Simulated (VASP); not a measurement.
## CuI: single point with r2SCAN

CuI:

```xyz
2
Lattice="0.0000 3.0723 3.0723 3.0723 0.0000 3.0723 3.0723 3.0723 0.0000" Properties=species:S:1:pos:R:3 pbc="T T T"
Cu    0.0000    0.0000    0.0000
I     1.5361    1.5361    1.5361
```

This cell differs from its parent crystal: strain +2.0%.

```
Program             : VASP 6.6.1
Task                : single point
Functional          : r2SCAN
Potentials or basis : VASP PAW PBE potentials, release 64 (Cu, I)
Cutoff              : 520 eV
k mesh              : 8 × 8 × 8
Occupations         : gaussian, width 0.01 eV
Spin                : no spin polarisation
```

| Property | Result |
| --- | --- |
| Pressure | -2.3 GPa |
| Band gap on the k mesh | 1.50 eV |

Levels at points of the mesh, in eV from the valence-band top:
```
           k point  band 5  band 6  band 7  band 8  band 9  band 10  band 11  band 12  band 13  band 14
(0.00, 0.00, 0.00)   -1.67   -1.67    0.00    0.00    0.00     1.50     5.29     5.29     5.29     8.57
(0.50, 0.00, 0.00)   -1.65   -1.65   -1.61   -0.65   -0.65     2.51     5.77     5.78     7.62     9.49
(0.50, 0.50, 0.00)   -1.70   -1.61   -1.59   -1.36   -1.36     3.02     3.20     9.50    10.19    10.19
```

Run time: 120 s on 1 thread of Intel Xeon 8259CL, on a shared host, peak memory 0.2 GiB.

Caveat: the cell differs from its parent crystal (strain +2.0%); the PAW data sets were made with another functional, which shifts forces and pressure a little; spin-orbit coupling is left out, which moves the levels of the heavy elements.
